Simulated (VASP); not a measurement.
Set up this calculation in VASP 6.6.1, as the native input.

```
Task                   : single point
Functional             : PBE
Potentials or basis    : VASP PAW PBE potentials, release 64 (Ba_sv, Ti_sv, O_h)
Cutoff                 : 1340 eV
k mesh                 : 6 × 6 × 6
Occupations            : gaussian, width 0.01 eV
Spin                   : no spin polarisation
Dipole correction      : no
Further INCAR settings : ALGO = Normal; EDIFF = 1e-06; NBANDS = 28
```

The structure of BaTiO3 lies in POSCAR:

```
BaTiO3
1.0
    3.9032364062      0.0000000000      0.0000000000
    0.0000000000      3.9032364062      0.0000000000
    0.0000000000      0.0000000000      3.9032364062
Ba Ti O
1 1 3
Direct
    0.5000000000      0.5000000000      0.5000000000
    0.0000000000      0.0000000000      0.0000000000
    0.5000000000      0.0000000000      0.0000000000
    0.0000000000      0.5000000000      0.0000000000
    0.0000000000      0.0000000000      0.5000000000
```

One way to write it, as run:

INCAR

```
SYSTEM = BaTiO3
  PREC = Accurate
  ENCUT = 1340
  EDIFF = 1E-6
  ISMEAR = 0
  SIGMA = 0.01
  LREAL = .FALSE.
  LASPH = .TRUE.
  NELM = 120
  ALGO = Normal
  ISIF = 2
  LWAVE = .FALSE.
  LCHARG = .FALSE.
  GGA = PE
  NBANDS = 28
  GGA_COMPAT = .FALSE.
```

KPOINTS

```
regular mesh
0
G
  6 6 6
  0 0 0
```

Potentials or basis: VASP PAW PBE potentials, release 64 (Ba_sv, Ti_sv, O_h).

Command:

```console
$ cat potpaw_PBE.64/Ba_sv/POTCAR potpaw_PBE.64/Ti_sv/POTCAR potpaw_PBE.64/O_h/POTCAR > POTCAR
$ mpirun -np 1 vasp_std > vasp.out
```

It gave:

```json
{"Pressure": "19.6 GPa", "Band gap on the k mesh": "1.90 eV (least direct gap 1.96 eV)"}
```

Caveat: the cell stands under pressure; spin-orbit coupling is left out, which moves the levels of the heavy elements.

It took 83 s on 1 thread of AMD EPYC 9R45 96-Core Processor (Zen 5), with other jobs on the host, peak memory 0.38 GiB.
